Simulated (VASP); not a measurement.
## CaInC4N4: single point with PBE

Crystal: CaInC4N4.

```xyz
10
Lattice="8.2402 0.0000 0.0000 0.0000 8.2402 0.0000 0.0000 0.0000 3.8260" Properties=species:S:1:pos:R:3 pbc="T T T"
Ca    0.0000    0.0000    0.0000
In    4.1201    4.1201    0.0000
C     1.7618    6.4784    0.0000
C     6.4784    1.7618    0.0000
C     1.7618    1.7618    0.0000
C     6.4784    6.4784    0.0000
N     2.5891    5.6511    0.0000
N     5.6511    2.5891    0.0000
N     2.5891    2.5891    0.0000
N     5.6511    5.6511    0.0000
```

```json
{
  "Program": "VASP 6.6.1",
  "Task": "single point",
  "Functional": "PBE",
  "Potentials or basis": "VASP PAW PBE potentials, release 64 (Ca_sv, In_d, C, N)",
  "Cutoff": "520 eV",
  "k mesh": "6 × 6 × 10",
  "Occupations": "gaussian, width 0.1 eV",
  "Spin": "no spin polarisation"
}
```

```
Pressure               : 0.3 GPa
Largest force          : 0.390 eV/Å
Band gap on the k mesh : zero (an odd number of electrons rules out a gap without spin polarisation)
```

Forces in eV/Å, atoms in the order of the input:
```
Ca   0.000  0.000  0.000
In   0.000  0.000  0.000
C   -0.264  0.264  0.000
C    0.264 -0.264  0.000
C   -0.264 -0.264  0.000
C    0.264  0.264  0.000
N    0.276 -0.276  0.000
N   -0.276  0.276  0.000
N    0.276  0.276  0.000
N   -0.276 -0.276  0.000
```

Stress tensor (GPa, compression positive):
```
 0.54  0.00  0.00
 0.00  0.54  0.00
 0.00  0.00 -0.04
```

Levels at points of the mesh, in eV from the Fermi level:
| k point | band 27 | band 28 | band 29 | band 30 | band 31 | band 32 |
| --- | --- | --- | --- | --- | --- | --- |
| (0.00, 0.00, 0.00) | -4.56 | -4.52 | -4.17 | 0.21 | 0.51 | 1.01 |
| (0.50, 0.00, 0.00) | -4.59 | -4.58 | -3.99 | 0.39 | 0.41 | 1.19 |
| (0.50, 0.50, 0.00) | -4.59 | -4.33 | -4.33 | 0.37 | 0.39 | 1.49 |
| (0.00, 0.00, 0.50) | -4.31 | -4.31 | -4.01 | -0.62 | 0.94 | 0.94 |
| (0.50, 0.00, 0.50) | -4.54 | -4.43 | -3.76 | -0.55 | 0.91 | 1.03 |
| (0.50, 0.50, 0.50) | -4.49 | -4.12 | -4.12 | -0.30 | 0.95 | 0.95 |

It took 12 min on 1 thread of Intel(R) Xeon(R) Platinum 8259CL CPU @ 2.50GHz (Skylake/Cascade Lake) (shared host), peak memory 0.73 GiB.

Caveat: spin-orbit coupling is left out, which moves the levels of the heavy elements.
